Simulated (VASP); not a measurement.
Set up this calculation in VASP 6.6.1, as the native input.

* Task: single point
* Functional: PBE
* Potentials or basis: VASP PAW PBE potentials, release 64 (Ti_sv, Hg, Sb)
* Cutoff: 520 eV
* k mesh: 4 × 4 × 2
* Occupations: gaussian, width 0.1 eV
* Spin: no spin polarisation
* Dipole correction: no
* Further INCAR settings: ALGO = Fast; EDIFF = 1e-06; NBANDS = 38

The structure of TiHg3Sb2 lies in POSCAR:

```
TiHg3Sb2
1.0
    4.0236835700      0.0000000000      0.0000000000
    0.0000000000      4.0236835700      0.0000000000
    0.0000000000      0.0000000000      8.5422250000
Ti Hg Sb
1 3 2
Direct
    0.0000000000      0.0000000000      0.6251500200
    0.5000000000      0.0000000000      0.9985610200
    0.0000000000      0.5000000000      0.9985610200
    0.5000000000      0.5000000000      0.3788870000
    0.5000000000      0.5000000000      0.7286009800
    0.0000000000      0.0000000000      0.2702390000
```

The cell was built from a structure type or drawn by symmetry, and may not be a known phase.

These files were run (other wordings do the same):

INCAR

```
PREC = Accurate
ENCUT = 520
EDIFF = 1E-6
ISMEAR = 0
SIGMA = 0.1
LREAL = False
LASPH = True
NELM = 100
ALGO = Fast
ISIF = 2
LWAVE = False
LCHARG = False
GGA = PE
NBANDS = 38
```

KPOINTS

```
regular mesh
0
Gamma
  4 4 2
```

Potentials or basis: VASP PAW PBE potentials, release 64 (Ti_sv, Hg, Sb).

The run is started by

```console
$ cat potpaw_PBE.64/Ti_sv/POTCAR potpaw_PBE.64/Hg/POTCAR potpaw_PBE.64/Sb/POTCAR > POTCAR
$ mpirun -np 1 vasp_std > vasp.out
```

Results of the run:

```json
{
 "Pressure": "6.3 GPa",
 "Largest force": "1.708 eV/Å",
 "Band gap on the k mesh": "zero (bands 29 and 30 overlap by 1.46 eV)"
}
```

Caveat: the k points lie up to 0.39 Å⁻¹ apart, too coarse for converged energies and pressures of a metal; spin-orbit coupling is left out, which moves the levels of the heavy elements; forces of over 1 eV/Å act on the atoms, so gaps and moduli don't describe the material at rest.

It took 70 s on 1 thread of AMD EPYC 9R45 96-Core Processor (Zen 5) (shared host), peak memory 0.23 GiB.
